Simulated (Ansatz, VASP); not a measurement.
# Two plane-wave programs on V

```xyz
2
Lattice="0.0000 2.5920 2.5920 2.5920 0.0000 2.5920 2.5920 2.5920 0.0000" Properties=species:S:1:pos:R:3 pbc="T T T"
V     2.5920    2.5920    2.5920
V     3.8880    3.8880    3.8880
```

Alike in both runs: functional PBEsol; k mesh 6 × 6 × 6; occupations gaussian, width 0.1 eV; no spin polarisation.

Ansatz relaxed the structure, and its values are those at the end. VASP's run is a single point on that final structure, the one shown.

|  | VASP | Ansatz |
| --- | --- | --- |
| version | VASP 6.6.1 | Ansatz 0.2.0 |
| potentials or method | VASP PAW PBE potentials, release 64 (V_sv), cutoff 520 eV | scalar-relativistic, plane waves, PAW |
| valence electrons in the cell | 26 | 26 |

VASP gave:

- gap on the k mesh at the Fermi level (eV): none
- pressure (GPa): 0.7

Problem. Estimate Ansatz's values.

Solution. gap on the k mesh at the Fermi level (eV): none; pressure (GPa): 0.1.

VASP's potentials were made for PBE, not for PBEsol. A gap of «none» marks a metal or a gap that the smearing closes.
